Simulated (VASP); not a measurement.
**Sn: single point with PBEsol**

The system is Sn, a slab with vacuum.

```xyz
4
Lattice="4.6231 0.0000 0.0000 0.0000 4.6231 0.0000 0.0000 0.0000 20.9035" Properties=species:S:1:pos:R:3 pbc="T T T"
Sn    0.0000    1.1558    8.0000
Sn    2.3115    1.1558    9.6345
Sn    2.3115    3.4673   11.2690
Sn    0.0000    3.4673   12.9035
```

```yaml
Program: VASP 6.6.1
Task: single point
Functional: PBEsol
Potentials_or_basis: VASP PAW PBE potentials, release 64 (Sn_d)
Cutoff: 520 eV
k_mesh: 7 × 7 × 1
Occupations: fermi-dirac, width 0.02 eV
Spin: no spin polarisation
Dipole_correction: yes
Further_INCAR_settings: ALGO = Normal; EDIFF = 1e-06; NBANDS = 36
```

```json
{
 "Largest force": "0.219 eV/Å",
 "Band gap on the k mesh": "zero (bands 28 and 29 overlap by 0.66 eV)"
}
```

Forces in eV/Å, atoms in the order of the input:
```
Sn   0.000  0.000  0.029
Sn   0.000  0.000 -0.219
Sn   0.000  0.000  0.219
Sn   0.000  0.000 -0.029
```

Levels at points of the mesh, in eV from the Fermi level:
```csv
k point,band 25,band 26,band 27,band 28,band 29,band 30,band 31,band 32
"(0.00, 0.00, 0.00)",-1.37,-1.28,-0.14,0.63,1.08,1.68,1.70,1.77
```

It took 3.5 min on 1 thread of Intel(R) Xeon(R) 6975P-C (Granite Rapids) (shared host), peak memory 0.53 GiB.

Caveat: the PAW data sets were made with another functional, which shifts forces and pressure a little; spin-orbit coupling is left out, which moves the levels of the heavy elements.
